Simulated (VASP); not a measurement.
# Si in VASP: single point with r2SCAN

Aim: the single point of Si with r2SCAN.

All numbers are computed with VASP 6.6.1; they aren't measurements. Logs are shortened: lines on timing, memory, paths and dates and some standing lists are left out, and cuts for length are marked.

### Step 1. The cell of the first run

The cell holds a slab with vacuum, 7 atoms: a = 2.638 Å, b = 2.638 Å, c = 28.922 Å, α = 90.00°, β = 90.00°, γ = 109.47°.

### Step 2. Single point, r2SCAN

Contents of POSCAR:

```
Si
1.0
    2.6378013512      0.0000000000      0.0000000000
   -0.8792671171      2.4869429638      0.0000000000
    0.0000000000      0.0000000000     28.9225000000
Si
7
Direct
    0.0000000000      0.0000000000      0.2750210505
    0.5000000000      0.5000000000      0.3467384001
    0.0000000000      0.0000000000      0.4242314689
    0.5000000000      0.5000000000      0.5000000007
    0.0000000000      0.0000000000      0.5757685346
    0.5000000000      0.5000000000      0.6532615997
    0.0000000000      0.0000000000      0.7249789456
```

Contents of INCAR.step1:

```
  PREC = Accurate
  ENCUT = 520
  ISMEAR = -1
  SIGMA = 0.05
  LREAL = False
  LASPH = True
  NELM = 80
  LDIPOL = True
  IDIPOL = 3
  DIPOL = 0.5 0.5 0.500
  NBANDS = 23
  GGA = PE
  ALGO = Normal
  EDIFF = 1E-4
  LWAVE = True
  LCHARG = False
```

Contents of INCAR.step2:

```
  PREC = Accurate
  ENCUT = 520
  EDIFF = 1E-7
  ISMEAR = -1
  SIGMA = 0.05
  LREAL = False
  LASPH = True
  NELM = 80
  ALGO = Normal
  ISIF = 2
  LWAVE = False
  LCHARG = False
  LDIPOL = True
  IDIPOL = 3
  DIPOL = 0.5 0.5 0.500
  METAGGA = R2SCAN
  LMIXTAU = True
  NBANDS = 23
  ISTART = 1
```

Contents of KPOINTS:

```
regular mesh
0
Gamma
  13 13 1
```

Potentials or basis: VASP PAW PBE potentials, release 64 (Si).

Run with:

```
cat potpaw_PBE.64/Si/POTCAR > POTCAR
cp INCAR.step1 INCAR
mpirun -np 1 vasp_std > vasp.out
cp INCAR.step2 INCAR
mpirun -np 1 vasp_std > vasp.out
```

OUTCAR:

```text
PREC = Accurate
   ENCUT = 520
   EDIFF = 1E-7
   ISMEAR = -1
   LREAL = False
   LASPH = True
   NELM = 80
   ISIF = 2
   METAGGA = R2SCAN
   ISTART = 1

 ion  position               nearest neighbor table
   1  0.000  0.000  0.275-   2 2.57   2 2.57   2 2.99   2 2.99
   2  0.500  0.500  0.347-   1 2.57   1 2.57   3 2.71   3 2.71   1 2.99   1 2.99   3 3.11   3 3.11

   3  0.000  0.000  0.424-   4 2.67   4 2.67   2 2.71   2 2.71   4 3.07   4 3.07   2 3.11   2 3.11

   4  0.500  0.500  0.500-   3 2.67   3 2.67   5 2.67   5 2.67   3 3.07   3 3.07   5 3.07   5 3.07

   5  0.000  0.000  0.576-   4 2.67   4 2.67   6 2.71   6 2.71   4 3.07   4 3.07   6 3.11   6 3.11

   6  0.500  0.500  0.653-   7 2.57   7 2.57   5 2.71   5 2.71   7 2.99   7 2.99   5 3.11   5 3.11

   7  0.000  0.000  0.725-   6 2.57   6 2.57   6 2.99   6 2.99

  LATTYP: Found a base centered orthorhombic cell.
 ALAT       =     3.0458706403
 B/A-ratio  =     1.4142135624
 C/A-ratio  =     9.4956429262

  Lattice vectors:

 A1 = (   2.6378013512,   0.0000000000,   0.0000000000)
 A2 = (  -0.8792671171,   2.4869429638,   0.0000000000)
 A3 = (   0.0000000000,   0.0000000000,  28.9225000000)

Analysis of symmetry for initial positions (statically):
=====================================================================
 Subroutine PRICEL returns:
 Original cell was already a primitive cell.

 Routine SETGRP: Setting up the symmetry group for a
 base centered orthorhombic supercell.

 Subroutine GETGRP returns: Found  8 space group operations
 (whereof  8 operations were pure point group operations)
 out of a pool of  8 trial point group operations.

The static configuration has the point symmetry D_2h.

Analysis of symmetry for dynamics (positions and initial velocities):
=====================================================================
 Subroutine PRICEL returns:
 Original cell was already a primitive cell.

 Routine SETGRP: Setting up the symmetry group for a
 base centered orthorhombic supercell.

 Subroutine GETGRP returns: Found  8 space group operations
 (whereof  8 operations were pure point group operations)
 out of a pool of  8 trial point group operations.

The dynamic configuration has the point symmetry D_2h.

 Subroutine INISYM returns: Found  8 space group operations
 (whereof  8 operations are pure point group operations),
 and found     1 'primitive' translations

----------------------------------------------------------------------------------------

                                     Primitive cell

  volume of cell :     189.7334

  direct lattice vectors                    reciprocal lattice vectors
     2.637801351  0.000000000  0.000000000     0.379103604  0.134033365  0.000000000
    -0.879267117  2.486942964  0.000000000     0.000000000  0.402100094  0.000000000
     0.000000000  0.000000000 28.922500000     0.000000000  0.000000000  0.034575158

  length of vectors
     2.637801351  2.637801351 28.922500000     0.402100094  0.402100094  0.034575158

  position of ions in fractional coordinates (direct lattice)
     0.000000000  0.000000000  0.275021051
     0.500000000  0.500000000  0.346738400
     0.000000000  0.000000000  0.424231469
     0.500000000  0.500000000  0.500000001
     0.000000000  0.000000000  0.575768535
     0.500000000  0.500000000  0.653261600
     0.000000000  0.000000000  0.724978946

  ion indices of the primitive-cell ions
   primitive index   ion index
                 1           1
                 2           2
                 3           3
                 4           4
                 5           5
                 6           6
                 7           7

----------------------------------------------------------------------------------------

 KPOINTS: regular mesh

Automatic generation of k-mesh.
 Grid dimensions read from file:
 generate k-points for:   13   13    1

 Generating k-lattice:

  Cartesian coordinates                     Fractional coordinates (reciprocal lattice)
     0.029161816  0.010310259  0.000000000     0.076923077  0.000000000  0.000000000
     0.000000000  0.030930776  0.000000000     0.000000000  0.076923077  0.000000000
     0.000000000  0.000000000  0.034575158     0.000000000  0.000000000  1.000000000

  Length of vectors
     0.030930776  0.030930776  0.034575158

  Shift w.r.t. Gamma in fractional coordinates (k-lattice)
     0.000000000  0.000000000  0.000000000

 Subroutine IBZKPT returns following result:
 ===========================================

 Found     49 irreducible k-points:

 Following reciprocal coordinates:
            Coordinates               Weight
  0.000000  0.000000  0.000000      1.000000
  0.076923 -0.000000  0.000000      4.000000
  0.153846 -0.000000  0.000000      4.000000
  0.230769  0.000000  0.000000      4.000000
  0.307692 -0.000000  0.000000      4.000000
  0.384615  0.000000  0.000000      4.000000
[... 16 lines left out ...]
  0.384615  0.153846  0.000000      4.000000
  0.461538  0.153846  0.000000      4.000000
 [... further k-points ...]
   k-points           NKPTS =     49   k-points in BZ     NKDIM =     49   number of bands    NBANDS=     23
   number of dos      NEDOS =    301   number of ions     NIONS =      7
   total plane-waves  NPLWV =  86400
   dimension x,y,z NGX =    20 NGY =   20 NGZ =  216
   dimension x,y,z NGXF=    40 NGYF=   40 NGZF=  432
   ions per type =               7
   NGX,Y,Z   is equivalent  to a cutoff of  12.60, 12.60, 12.42 a.u.
   NGXF,Y,Z  is equivalent  to a cutoff of  25.21, 25.21, 24.83 a.u.
 SYSTEM =  unknown system
   PREC   = accura    normal or accurate (medium, high low for compatibility)
   ISTART =      1    job   : 0-new  1-cont  2-samecut
   ICHARG =      0    charge: 1-file 2-atom 10-const
   ISPIN  =      1    spin polarized calculation?
   LNONCOLLINEAR =      F non collinear calculations
   LSORBIT =      F    spin-orbit coupling
   LASPH  =      T    aspherical Exc in radial PAW
   ENCUT  =  520.0 eV  38.22 Ry    6.18 a.u.   4.90  4.90 53.78*2*pi/ulx,y,z
   NELM   =     80;   NELMIN=  2; NELMDL=  0     # of ELM steps
   EDIFF  = 0.1E-06   stopping-criterion for ELM
   LREAL  =      F    real-space projection
   EDIFFG = 0.1E-05   stopping-criterion for IOM
   NSW    =      0    number of steps for IOM
   IBRION =     -1    ionic relax: 0-MD 1-quasi-New 2-CG
   NFREE  =      0    steps in history (QN), initial steepest desc. (CG)
   ISIF   =      2    stress and relaxation
   ISYM   =      2    0-nonsym 1-usesym 2-fastsym
   POTIM  = 0.5000    time-step for ionic-motion
   TEBEG  =    0.0;   TEEND  =   0.0 temperature during run
   PSTRESS=    0.0 pullay stress
   NELECT =      28.0000    total number of electrons
   NUPDOWN=      -1.0000    fix difference up-down
   EMIN   =  10.00;   EMAX   =-10.00  energy-range for DOS
   EFERMI =   0.00;   METHOD = LEGACY
   ISMEAR =    -1;   SIGMA  =   0.05  broadening in eV -4-tet -1-fermi 0-gaus
   EFERMI_NEDOS =   21; number of points for ismear=-14 and -15
   IALGO  =     38    algorithm
   IMIX   =      4    mixing-type and parameters
     AMIX     =   0.40;   BMIX     =  1.00
     AMIX_MAG =   1.60;   BMIX_MAG =  1.00
  volume/ion in A,a.u.               =      27.10       182.91
  Fermi-wavevector in a.u.,A,eV,Ry     =   0.865126  1.634852 10.183196  0.748444
  Thomas-Fermi vector in A             =   1.983324
   LORBIT       =      0    0 simple, 1 ext, 2 COOP (PROOUT), +10 PAW based schemes
   METAGGA = R2SCAN    functional components
   LHFCALC =     F    Hartree Fock is set to
   AEXX    =    0.0000 exact exchange contribution
   IVDW    =     0    specifies the selected vdW correction
   LEPSILON=     F    determine dielectric tensor
   LRPA    =     F    only Hartree local field effects (RPA)
 non-spin polarized calculation
  energy-cutoff  :      520.00
  volume of cell :      189.73
 maximum number of plane-waves:      5167
   NGX =  9   NGY =  9   NGZ =107

 number of electron      28.0000002 magnetization

 dipolmoment           0.000000      0.000000     -0.000000 electrons x Angstroem

 Free energy of the ion-electron system (eV)
  ---------------------------------------------------
  ext. energy  EPLUGINS =         0.00000000
  ---------------------------------------------------
  free energy    TOTEN  =       -55.83845473 eV

  energy without entropy =      -55.81684132  energy(sigma->0) =      -55.82764803

 E-fermi :   3.3765     XC(G=0):  -6.8960

 val. band max:        3.3669310792   @ k =  -0.4615   0.3077   0.0000
 cond. band min:       3.3806245059   @ k =  -0.4615   0.4615   0.0000
 fundamental gap:      0.0136934266
 Fermi energy:         3.3764770409

 k-point     1 :       0.0000    0.0000    0.0000
  band No.  band energies     occupation
      1     -11.8165      2.00000
      2     -11.5024      2.00000
      3     -10.8722      2.00000
      4      -9.7244      2.00000
      5      -8.2486      2.00000
      6      -6.7219      2.00000
[... 15 lines left out ...]
     22      11.6651      0.00000
     23      11.9324      0.00000

 k-point     2 :       0.0769   -0.0000    0.0000
  band No.  band energies     occupation
      1     -11.6685      2.00000
      2     -11.3547      2.00000
      3     -10.7250      2.00000
      4      -9.5777      2.00000
      5      -8.1026      2.00000
      6      -6.5768      2.00000
[... 15 lines left out ...]
     22      10.5379      0.00000
     23      10.7818      0.00000
[... 544 lines left out ...]
     22       6.2901      0.00000
     23       6.4129      0.00000

 k-point    24 :       0.4615    0.1538    0.0000
  band No.  band energies     occupation
      1      -5.4416      2.00000
      2      -5.1428      2.00000
      3      -4.8225      2.00000
      4      -4.5330      2.00000
      5      -4.5251      2.00000
      6      -3.9189      2.00000
[... 15 lines left out ...]
     22       5.8908      0.00000
     23       7.1907      0.00000

 [... further k-points ...]

------------------------ aborting loop because EDIFF is reached ----------------------------------------

 vacuum level on the upper side and lower side of the slab       (xc-potential included)        -0.022        -0.022

  FORCE on cell =-STRESS in cart. coord.  units (eV):
  Direction    XX          YY          ZZ          XY          YZ          ZX
  --------------------------------------------------------------------------------------
  -------------------------------------------------------------------------------------
  Total       -2.8219942     -1.9558949      0.0471951      1.2248494      0.0000000      0.0000000
  in kB      -23.8299405    -16.5162844      0.3985321     10.3430717      0.0000000      0.0000000
  external PRESSURE =     -13.3158976 kB  Pullay stress =       0.0000000 kB

 VOLUME and BASIS-vectors are now :
 -----------------------------------------------------------------------------
  energy-cutoff  :      520.00
  volume of cell :      189.73
      direct lattice vectors                 reciprocal lattice vectors
     2.637801351  0.000000000  0.000000000     0.379103604  0.134033365  0.000000000
    -0.879267117  2.486942964  0.000000000     0.000000000  0.402100094  0.000000000
     0.000000000  0.000000000 28.922500000     0.000000000  0.000000000  0.034575158

 POSITION                                       TOTAL-FORCE (eV/Angst)
 -----------------------------------------------------------------------------------
      0.00000      0.00000      7.95430         0.000000     -0.000000      0.001098
      0.87927      1.24347     10.02854        -0.000000      0.000000     -0.008846
      0.00000      0.00000     12.26983        -0.000000     -0.000000      0.001878
      0.87927      1.24347     14.46125         0.000000      0.000000      0.000000
      0.00000      0.00000     16.65267         0.000000      0.000000     -0.001878
      0.87927      1.24347     18.89396        -0.000000     -0.000000      0.008846
      0.00000      0.00000     20.96820        -0.000000      0.000000     -0.001098
 -----------------------------------------------------------------------------------
    total drift:                                0.000000      0.000000     -0.000001

  FREE ENERGIE OF THE ION-ELECTRON SYSTEM (eV)
  ---------------------------------------------------
  free  energy   TOTEN  =       -55.8384547301 eV

  energy  without entropy=      -55.8168413236  energy(sigma->0) =      -55.82764803

 vacuum level on the upper side and lower side of the slab         7.752         7.752
```

Wall time 69 min (1 thread of Intel Xeon 8259CL, shared host); peak memory 0.4 GiB.

Results:

```
Free energy            : -55.8385 eV
Largest force          : 0.009 eV/Å
Band gap on the k mesh : zero (bands 14 and 15 overlap by 7.41 eV)
```

Forces on the atoms (eV/Å):
```
Si   0.000  0.000  0.001
Si   0.000  0.000 -0.009
Si   0.000  0.000  0.002
Si   0.000  0.000  0.000
Si   0.000  0.000 -0.002
Si   0.000  0.000  0.009
Si   0.000  0.000 -0.001
```

Levels at points of the mesh, in eV from the Fermi level:
```
           k point  band 12  band 13  band 14  band 15  band 16  band 17
(0.00, 0.00, 0.00)     2.88     4.06     4.89     4.97     6.37     6.58
```

Caveat: the PAW data sets were made with another functional, which shifts forces and pressure a little.
